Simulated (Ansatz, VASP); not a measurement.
## NaI in VASP and in Ansatz

```
Na I
1.0
     0.00000    3.23640    3.23640
     3.23640    0.00000    3.23640
     3.23640    3.23640    0.00000
Na I
1 1
Direct
  0.00000 0.00000 0.00000
  0.48455 0.48455 0.51545
```

Change from the starting cell: all I atoms moved -0.100 Å, as atom 2 along Cartesian [0 0 1].

Alike in both runs: task single point; functional PBE; k mesh 6 × 6 × 6; occupations gaussian, width 0.05 eV; no spin polarisation.

|  | VASP | Ansatz |
| --- | --- | --- |
| version | VASP 6.6.1 | Ansatz 0.2.0 |
| potentials or method | VASP PAW PBE potentials, release 64 (Na_pv, I), cutoff 520 eV | scalar-relativistic, plane waves, PAW |
| valence electrons in the cell | 14 | 26 |

Ansatz gave:

* gap on the k mesh at the Fermi level (eV): 3.65
* least direct gap on the mesh (eV): 3.65
* pressure (GPa): 0.5
* traceless stress, the component that is largest in VASP (GPa): 0.13
* rms of the force components (eV/Å): 0.053

Q: Which values does VASP return?

A: gap on the k mesh at the Fermi level (eV): 3.64; least direct gap on the mesh (eV): 3.64; pressure (GPa): 0.5; traceless stress, the component that is largest in VASP (GPa): 0.13; rms of the force components (eV/Å): 0.054.

Atom by atom the forces differ by 0.000 eV/Å (rms over components). VASP's potentials hold 14 valence electrons a cell and Ansatz's 26, so a difference there can come from the potentials and not from the codes.

Spin-orbit coupling is off throughout.
